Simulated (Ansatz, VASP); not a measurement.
**One calculation of GaP, two programs**

The input POSCAR:

```
GaP
1.0
    0.0000000000      2.7254101930      2.7254101930
    2.7254101930      0.0000000000      2.7254101930
    2.7254101930      2.7254101930      0.0000000000
Ga P
1 1
Direct
    0.0000000000      0.0000000000      0.0000000000
    0.2500000000      0.2500000000      0.2500000000
```

File INCAR.step1:

```
PREC = Accurate
ENCUT = 520
EDIFF = 1E-5
ISMEAR = 0
SIGMA = 0.01
LREAL = F
LASPH = T
NELM = 100
ALGO = Normal
ISIF = 2
LWAVE = T
LCHARG = F
GGA = PE
NBANDS = 16
```

INCAR.step2

```
PREC = Accurate
ENCUT = 520
EDIFF = 1E-6
ISMEAR = 0
SIGMA = 0.01
LREAL = F
LASPH = T
NELM = 100
ALGO = Normal
ISIF = 2
LWAVE = F
LCHARG = F
GGA = PE
LHFCALC = T
AEXX = 0.5
HFSCREEN = 0.3
PRECFOCK = Normal
ISTART = 1
NBANDS = 16
```

Contents of KPOINTS:

```
regular mesh
0
Gamma
  4 4 4
```

Input for Ansatz:

```yaml
crystal:
  lattice:
    - [0.0, 2.725410193, 2.725410193]
    - [2.725410193, 0.0, 2.725410193]
    - [2.725410193, 2.725410193, 0.0]
  atoms:
    - { symbol: Ga, position: [0.0, 0.0, 0.0] }
    - { symbol: P, position: [0.25, 0.25, 0.25] }
kpoints:
  mp_grid: { grid: [4, 4, 4] }
hamiltonian:
  xc: { exchange: pbe, correlation: pbe, exx: { coeff: 0.5, omega: 0.3 } }
scf:
  occupations: { method: fixed }
  n_extra_bands: 4
output:
  forces: true
  stress: true
  eigenvalues: true
```

Alike in both runs: task single point; functional PBE-based screened hybrid; k mesh 4 × 4 × 4; no spin polarisation.

|  | VASP | Ansatz |
| --- | --- | --- |
| version | VASP 6.6.1 | Ansatz 0.2.0 |
| potentials or method | VASP PAW PBE potentials, release 64 (Ga_d, P) | plane waves |
| plane-wave cutoff (eV) | 520 | 420 |
| occupations | gaussian, width 0.01 eV | fixed |
| valence electrons in the cell | 18 | 18 |

Ansatz gave:

| Item | Value |
| --- | --- |
| gap on the k mesh at the Fermi level (eV) | 2.66 |
| pressure (GPa) | 0.0 |

Task: What did VASP give for the same quantities?

Result: gap on the k mesh at the Fermi level (eV): 2.67; pressure (GPa): -0.3.

VASP's potentials were made for PBE, not for PBE-based screened hybrid. Ansatz's warnings: stress exchange threshold loose, stress scf threshold loose.

The k mesh is coarse, so the values compare programs but aren't converged.
